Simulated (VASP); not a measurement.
Runs of VASP 6.6.1 on Ru. The structure is that of space group P6_3/mmc (No. 194), or close to it. The cells are those of the table. 

```csv
cell,gap on the mesh (eV),pressure (GPa)
"a = 2.678, b = 2.678, c = 4.239 Å, angles 90.0, 90.0, 120.0°, 2 atoms",none,4.2
"a = 2.651, b = 2.651, c = 4.194 Å, angles 90.0, 90.0, 120.0°, 2 atoms",none,(a)
"a = 2.759, b = 2.759, c = 4.366 Å, angles 90.0, 90.0, 120.0°, 2 atoms",none,-22.3
"a = 2.706, b = 2.706, c = 4.282 Å, angles 90.0, 90.0, 120.0°, 2 atoms",none,(b)
"a = 2.733, b = 2.733, c = 4.324 Å, angles 90.0, 90.0, 120.0°, 2 atoms",none,-15.0
```

Alike in all rows: task single point; level PBEsol; potentials or basis VASP PAW PBE potentials, release 64 (Ru_pv); no spin polarisation; k mesh 14 × 14 × 8; cutoff (eV) 520; smearing gaussian 0.15 eV.

Q: Estimate the missing entries.

A: (a) 16.7; (b) -6.2.

Caveats: the PAW data sets were made with another functional, which shifts forces and pressure a little; the cell stands under tension (at least some runs); the cell stands under pressure (at least some runs).

A k mesh can miss the band edges, and the runs leave out spin-orbit coupling on Ru.

A gap of «none» marks levels without a gap at the run's occupations.
